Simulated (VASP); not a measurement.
Wanted: the native input for a VASP 6.6.1 run.

```
Task                   : single point
Functional             : PBE
Potentials or basis    : VASP PAW PBE potentials, release 64 (Sb)
Cutoff                 : 500 eV
k mesh                 : 12 × 12 × 12
Occupations            : methfessel-paxton, width 0.1 eV
Spin                   : no spin polarisation
Dipole correction      : no
Further INCAR settings : ALGO = Normal; EDIFF = 1e-06; NBANDS = 8
```

The structure of Sb lies in POSCAR:

```
Sb
1.0
    0.0000000000      2.3050000000      2.3050000000
    2.3050000000      0.0000000000      2.3050000000
    2.3050000000      2.3050000000      0.0000000000
Sb
1
Direct
    0.0000000000      0.0000000000      0.0000000000
```

These files were run (other wordings do the same):

INCAR

```
  PREC = Accurate
  ENCUT = 500
  EDIFF = 1E-6
  ISMEAR = 1
  SIGMA = 0.1
  LREAL = False
  LASPH = True
  NELM = 120
  ALGO = Normal
  ISIF = 2
  LWAVE = False
  LCHARG = True
  GGA = PE
  LELF = True
  LVHAR = True
  NBANDS = 8
  GGA_COMPAT = False
```

KPOINTS

```
regular mesh
0
Gamma
  12 12 12
```

Potentials or basis: VASP PAW PBE potentials, release 64 (Sb).

Run with:

```console
$ cat potpaw_PBE.64/Sb/POTCAR > POTCAR
$ mpirun -np 1 vasp_std > vasp.out
```

It gave:

```
Pressure : 8.4 GPa
```

It took 13 s on 1 thread of Intel Xeon 8259CL, on a shared host, peak memory 0.14 GiB.
